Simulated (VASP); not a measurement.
# AlN (P6_3mc) in VASP: a series of runs

Runs on AlN. Level: r2SCAN. Tasks: single point.

All numbers are computed with VASP 6.6.1; they aren't measurements. Logs are shortened: lines on timing, memory, paths and dates and some standing lists are left out, and cuts for length are marked.

### 1 The cell of the first run

It takes space group P6_3mc (No. 186, hexagonal). Conventional cell: a = 3.122 Å, b = 3.122 Å, c = 4.964 Å, α = 90.00°, β = 90.00°, γ = 120.00°. Within 2.5 Å of Al (site symmetry 3m) lie 4 N at 1.89 to 1.90 Å. Within 2.5 Å of N (site symmetry 3m) lie 4 Al at 1.89 to 1.90 Å.

### 2 Single point, r2SCAN (film at in-plane strain +0.005)

The input, POSCAR:

```
AlN
1.0
    3.1222291415      0.0000000000      0.0000000000
   -1.5611145708      2.7039297530      0.0000000000
    0.0000000000      0.0000000000      4.9644728457
Al N
2 2
Direct
    0.3333333333      0.6666666667     -0.0014696774
    0.6666666667      0.3333333333      0.4985303226
    0.3333333333      0.6666666667      0.3814696774
    0.6666666667      0.3333333333      0.8814696774
```

The input, INCAR.step1:

```
SYSTEM = AlN
PREC = Accurate ; ENCUT = 520
ISMEAR = 0 ; SIGMA = 0.01
LREAL = .FALSE. ; LASPH = .TRUE.
NELM = 80 ; NBANDS = 16
GGA = PE ; ALGO = Normal
EDIFF = 1E-4 ; LWAVE = .TRUE.
LCHARG = .FALSE.
```

The input, INCAR.step2:

```
SYSTEM = AlN
PREC = Accurate ; ENCUT = 520
EDIFF = 1E-6 ; ISMEAR = 0
SIGMA = 0.01 ; LREAL = .FALSE.
LASPH = .TRUE. ; NELM = 80
ALGO = Normal ; ISIF = 2
LWAVE = .FALSE. ; LCHARG = .FALSE.
METAGGA = R2SCAN ; LMIXTAU = .TRUE.
NBANDS = 16 ; ISTART = 1
```

The input, KPOINTS:

```
regular mesh
0
G
  8 8 4
  0 0 0
```

Potentials or basis: VASP PAW PBE potentials, release 64 (Al, N).

Run with:

```console
$ cat potpaw_PBE.64/Al/POTCAR potpaw_PBE.64/N/POTCAR > POTCAR
$ cp INCAR.step1 INCAR
$ mpirun -np 1 vasp_std > vasp.out
$ cp INCAR.step2 INCAR
$ mpirun -np 1 vasp_std > vasp.out
```

OUTCAR:

```text
SYSTEM = AlN
   PREC = Accurate
   ENCUT = 520
   EDIFF = 1E-6
   ISMEAR = 0
   LREAL = .FALSE.
   LASPH = .TRUE.
   NELM = 80
   ISIF = 2
   METAGGA = R2SCAN
   ISTART = 1

 ion  position               nearest neighbor table
   1  0.333  0.667  0.999-   4 1.89   4 1.89   4 1.89   3 1.90   2 3.07   2 3.07   2 3.07   2 3.07
                             2 3.07   2 3.07
   2  0.667  0.333  0.499-   3 1.89   3 1.89   3 1.89   4 1.90   1 3.07   1 3.07   1 3.07   1 3.07
                             1 3.07   1 3.07
   3  0.333  0.667  0.381-   2 1.89   2 1.89   2 1.89   1 1.90
   4  0.667  0.333  0.881-   1 1.89   1 1.89   1 1.89   2 1.90

  LATTYP: Found a hexagonal cell.
 ALAT       =     3.1222291415
 C/A-ratio  =     1.5900411599

  Lattice vectors:

 A1 = (   3.1222291415,   0.0000000000,   0.0000000000)
 A2 = (  -1.5611145708,   2.7039297530,   0.0000000000)
 A3 = (   0.0000000000,   0.0000000000,   4.9644728457)

Analysis of symmetry for initial positions (statically):
=====================================================================
 Subroutine PRICEL returns:
 Original cell was already a primitive cell.

 Routine SETGRP: Setting up the symmetry group for a
 hexagonal supercell.

 Subroutine GETGRP returns: Found 12 space group operations
 (whereof  6 operations were pure point group operations)
 out of a pool of 24 trial point group operations.

The static configuration has the point symmetry C_3v.
 The point group associated with its full space group is C_6v.

Analysis of symmetry for dynamics (positions and initial velocities):
=====================================================================
 Subroutine PRICEL returns:
 Original cell was already a primitive cell.

 Routine SETGRP: Setting up the symmetry group for a
 hexagonal supercell.

 Subroutine GETGRP returns: Found 12 space group operations
 (whereof  6 operations were pure point group operations)
 out of a pool of 24 trial point group operations.

The dynamic configuration has the point symmetry C_3v.
 The point group associated with its full space group is C_6v.

 Subroutine INISYM returns: Found 12 space group operations
 (whereof  6 operations are pure point group operations),
 and found     1 'primitive' translations

----------------------------------------------------------------------------------------

                                     Primitive cell

  volume of cell :      41.9115

  direct lattice vectors                    reciprocal lattice vectors
     3.122229142  0.000000000  0.000000000     0.320283988  0.184916047  0.000000000
    -1.561114571  2.703929753  0.000000000     0.000000000  0.369832093  0.000000000
     0.000000000  0.000000000  4.964472846     0.000000000  0.000000000  0.201431256

  length of vectors
     3.122229142  3.122229142  4.964472846     0.369832093  0.369832093  0.201431256

  position of ions in fractional coordinates (direct lattice)
     0.333333333  0.666666667  0.998530323
     0.666666667  0.333333333  0.498530323
     0.333333333  0.666666667  0.381469677
     0.666666667  0.333333333  0.881469677

  ion indices of the primitive-cell ions
   primitive index   ion index
                 1           1
                 2           2
                 3           3
                 4           4

----------------------------------------------------------------------------------------

 KPOINTS: regular mesh

Automatic generation of k-mesh.
 Grid dimensions read from file:
 generate k-points for:    8    8    4

 Generating k-lattice:

  Cartesian coordinates                     Fractional coordinates (reciprocal lattice)
     0.040035498  0.023114506  0.000000000     0.125000000  0.000000000  0.000000000
     0.000000000  0.046229012  0.000000000     0.000000000  0.125000000  0.000000000
     0.000000000  0.000000000  0.050357814     0.000000000  0.000000000  0.250000000

  Length of vectors
     0.046229012  0.046229012  0.050357814

  Shift w.r.t. Gamma in fractional coordinates (k-lattice)
     0.000000000  0.000000000  0.000000000

 Subroutine IBZKPT returns following result:
 ===========================================

 Found     30 irreducible k-points:

 Following reciprocal coordinates:
            Coordinates               Weight
  0.000000  0.000000  0.000000      1.000000
  0.125000  0.000000  0.000000      6.000000
  0.250000  0.000000  0.000000      6.000000
  0.375000 -0.000000  0.000000      6.000000
  0.500000  0.000000  0.000000      3.000000
  0.125000  0.125000  0.000000      6.000000
[... 16 lines left out ...]
  0.250000  0.000000  0.500000      6.000000
  0.375000 -0.000000  0.500000      6.000000
 [... further k-points ...]
   k-points           NKPTS =     30   k-points in BZ     NKDIM =     30   number of bands    NBANDS=     16
   number of dos      NEDOS =    301   number of ions     NIONS =      4
   total plane-waves  NPLWV =  23040
   dimension x,y,z NGX =    24 NGY =   24 NGZ =   40
   dimension x,y,z NGXF=    48 NGYF=   48 NGZF=   80
   ions per type =               2   2
   NGX,Y,Z   is equivalent  to a cutoff of  12.78, 12.78, 13.39 a.u.
   NGXF,Y,Z  is equivalent  to a cutoff of  25.56, 25.56, 26.79 a.u.
 SYSTEM =  AlN
   PREC   = accura    normal or accurate (medium, high low for compatibility)
   ISTART =      1    job   : 0-new  1-cont  2-samecut
   ICHARG =      0    charge: 1-file 2-atom 10-const
   ISPIN  =      1    spin polarized calculation?
   LNONCOLLINEAR =      F non collinear calculations
   LSORBIT =      F    spin-orbit coupling
   LASPH  =      T    aspherical Exc in radial PAW
   ENCUT  =  520.0 eV  38.22 Ry    6.18 a.u.   5.81  5.81  9.23*2*pi/ulx,y,z
   NELM   =     80;   NELMIN=  2; NELMDL=  0     # of ELM steps
   EDIFF  = 0.1E-05   stopping-criterion for ELM
   LREAL  =      F    real-space projection
   EDIFFG = 0.1E-04   stopping-criterion for IOM
   NSW    =      0    number of steps for IOM
   IBRION =     -1    ionic relax: 0-MD 1-quasi-New 2-CG
   NFREE  =      0    steps in history (QN), initial steepest desc. (CG)
   ISIF   =      2    stress and relaxation
   ISYM   =      2    0-nonsym 1-usesym 2-fastsym
   POTIM  = 0.5000    time-step for ionic-motion
   TEBEG  =    0.0;   TEEND  =   0.0 temperature during run
   PSTRESS=    0.0 pullay stress
   NELECT =      16.0000    total number of electrons
   NUPDOWN=      -1.0000    fix difference up-down
   EMIN   =  10.00;   EMAX   =-10.00  energy-range for DOS
   EFERMI =   0.00;   METHOD = LEGACY
   ISMEAR =     0;   SIGMA  =   0.01  broadening in eV -4-tet -1-fermi 0-gaus
   EFERMI_NEDOS =   21; number of points for ismear=-14 and -15
   IALGO  =     38    algorithm
   IMIX   =      4    mixing-type and parameters
     AMIX     =   0.40;   BMIX     =  1.00
     AMIX_MAG =   1.60;   BMIX_MAG =  1.00
  volume/ion in A,a.u.               =      10.48        70.71
  Fermi-wavevector in a.u.,A,eV,Ry     =   1.187601  2.244240 19.189590  1.410395
  Thomas-Fermi vector in A             =   2.323748
   LORBIT       =      0    0 simple, 1 ext, 2 COOP (PROOUT), +10 PAW based schemes
   METAGGA = R2SCAN    functional components
   LHFCALC =     F    Hartree Fock is set to
   AEXX    =    0.0000 exact exchange contribution
   IVDW    =     0    specifies the selected vdW correction
   LEPSILON=     F    determine dielectric tensor
   LRPA    =     F    only Hartree local field effects (RPA)
 non-spin polarized calculation
 Gauss-broadening in eV      SIGMA  =   0.01
  energy-cutoff  :      520.00
  volume of cell :       41.91
 maximum number of plane-waves:      1140
 NGX is ok and might be reduce to    24
   NGX = 11   NGY = 11   NGZ = 19

 number of electron      15.9999998 magnetization

 Free energy of the ion-electron system (eV)
  ---------------------------------------------------
  ext. energy  EPLUGINS =         0.00000000
  ---------------------------------------------------
  free energy    TOTEN  =       -38.45289471 eV

  energy without entropy =      -38.45289471  energy(sigma->0) =      -38.45289471

 E-fermi :   6.0411     XC(G=0): -11.3845

 val. band max:        5.8983891012   @ k =   0.0000   0.0000   0.0000
 cond. band min:      10.7114561158   @ k =   0.0000   0.0000   0.0000
 fundamental gap:      4.8130670146
 Fermi energy:         6.0411398298

 k-point     1 :       0.0000    0.0000    0.0000
  band No.  band energies     occupation
      1     -10.0877      2.00000
      2      -7.9548      2.00000
      3      -0.1584      2.00000
      4       4.9289      2.00000
      5       4.9289      2.00000
      6       5.6110      2.00000
[... 8 lines left out ...]
     15      19.8543      0.00000
     16      20.0311      0.00000

 k-point     2 :       0.1250    0.0000    0.0000
  band No.  band energies     occupation
      1      -9.8918      2.00000
      2      -7.8496      2.00000
      3       0.0795      2.00000
      4       4.0741      2.00000
      5       4.6837      2.00000
      6       4.8043      2.00000
[... 8 lines left out ...]
     15      19.5722      0.00000
     16      19.7649      0.00000

 k-point     3 :       0.2500    0.0000    0.0000
  band No.  band energies     occupation
      1      -9.3482      2.00000
      2      -7.6049      2.00000
      3       0.7616      2.00000
      4       2.3584      2.00000
      5       3.3725      2.00000
      6       4.2130      2.00000
[... 8 lines left out ...]
     15      18.9653      0.00000
     16      19.9902      0.00000

 k-point     4 :       0.3750   -0.0000    0.0000
  band No.  band energies     occupation
      1      -8.6219      2.00000
      2      -7.4355      2.00000
      3       0.9164      2.00000
      4       1.7539      2.00000
      5       2.1650      2.00000
      6       3.8285      2.00000
[... 8 lines left out ...]
     15      19.0721      0.00000
     16      21.7495      0.00000
[... 324 lines left out ...]
 k-point    22 :       0.1250    0.0000    0.5000
  band No.  band energies     occupation
      1      -9.0262      2.00000
      2      -9.0262      2.00000
      3       2.4415      2.00000
      4       2.4415      2.00000
      5       4.7604      2.00000
      6       4.7604      2.00000
[... 8 lines left out ...]
     15      18.5525      0.00000
     16      18.5525      0.00000

 k-point    23 :       0.2500    0.0000    0.5000
  band No.  band energies     occupation
      1      -8.5805      2.00000
      2      -8.5805      2.00000
      3       1.7838      2.00000
      4       1.7838      2.00000
      5       4.2642      2.00000
      6       4.2642      2.00000
[... 8 lines left out ...]
     15      19.5268      0.00000
     16      19.5268      0.00000

 k-point    24 :       0.3750   -0.0000    0.5000
  band No.  band energies     occupation
      1      -8.0533      2.00000
      2      -8.0533      2.00000
      3       0.7077      2.00000
      4       0.7077      2.00000
      5       4.3739      2.00000
      6       4.3739      2.00000
[... 8 lines left out ...]
     15      20.0028      0.00000
     16      20.0028      0.00000

 [... further k-points ...]
[... 5 lines left out ...]
  --------------------------------------------------------------------------------------
  -------------------------------------------------------------------------------------
  Total       -0.7322080     -0.7322080     -0.0865405      0.0000000      0.0000000     -0.0000000
  in kB      -27.9905702    -27.9905702     -3.3082389      0.0000000      0.0000000     -0.0000000
  external PRESSURE =     -19.7631264 kB  Pullay stress =       0.0000000 kB

 VOLUME and BASIS-vectors are now :
 -----------------------------------------------------------------------------
  energy-cutoff  :      520.00
  volume of cell :       41.91
      direct lattice vectors                 reciprocal lattice vectors
     3.122229142  0.000000000  0.000000000     0.320283988  0.184916047  0.000000000
    -1.561114571  2.703929753  0.000000000     0.000000000  0.369832093  0.000000000
     0.000000000  0.000000000  4.964472846     0.000000000  0.000000000  0.201431256

 POSITION                                       TOTAL-FORCE (eV/Angst)
 -----------------------------------------------------------------------------------
     -0.00000      1.80262      4.95718         0.000000     -0.000000     -0.003695
      1.56111      0.90131      2.47494        -0.000000      0.000000     -0.003695
     -0.00000      1.80262      1.89380        -0.000000     -0.000000      0.003695
      1.56111      0.90131      4.37603        -0.000000     -0.000000      0.003695
 -----------------------------------------------------------------------------------
    total drift:                               -0.000000     -0.000000     -0.024697

  FREE ENERGIE OF THE ION-ELECTRON SYSTEM (eV)
  ---------------------------------------------------
  free  energy   TOTEN  =       -38.4528947074 eV

  energy  without entropy=      -38.4528947074  energy(sigma->0) =      -38.45289471
```

Run time: 69 s. Hardware: 1 thread of Intel Xeon Platinum 8488C (Sapphire Rapids), shared host; peak memory 0.17 GiB.

What came out:

```yaml
Free_energy: -38.4529 eV
Pressure: -2.0 GPa
Largest_force: 0.004 eV/Å
Band_gap_on_the_k_mesh: 4.81 eV, direct
```

Forces in eV/Å, atoms in the order of the input:
```
Al   0.000  0.000 -0.004
Al   0.000  0.000 -0.004
N    0.000  0.000  0.004
N    0.000  0.000  0.004
```

Stress tensor (GPa, compression positive):
```
-2.80  0.00  0.00
 0.00 -2.80  0.00
 0.00  0.00 -0.33
```

Levels at points of the mesh, in eV from the valence-band top:
```
           k point  band 6  band 7  band 8  band 9  band 10  band 11
(0.00, 0.00, 0.00)   -0.29   -0.29    0.00    4.81     7.36    11.56
(0.50, 0.00, 0.00)   -2.21   -1.79   -0.75    6.45     6.45     8.93
(0.00, 0.00, 0.50)   -0.64   -0.64   -0.64    7.12     7.12    11.24
(0.50, 0.00, 0.50)   -1.56   -1.40   -1.40    5.95     5.95    10.06
```

Caveat: the cell differs from its parent crystal (film at in-plane strain +0.005); the PAW data sets were made with another functional, which shifts forces and pressure a little.

[end of part 1 of 2]
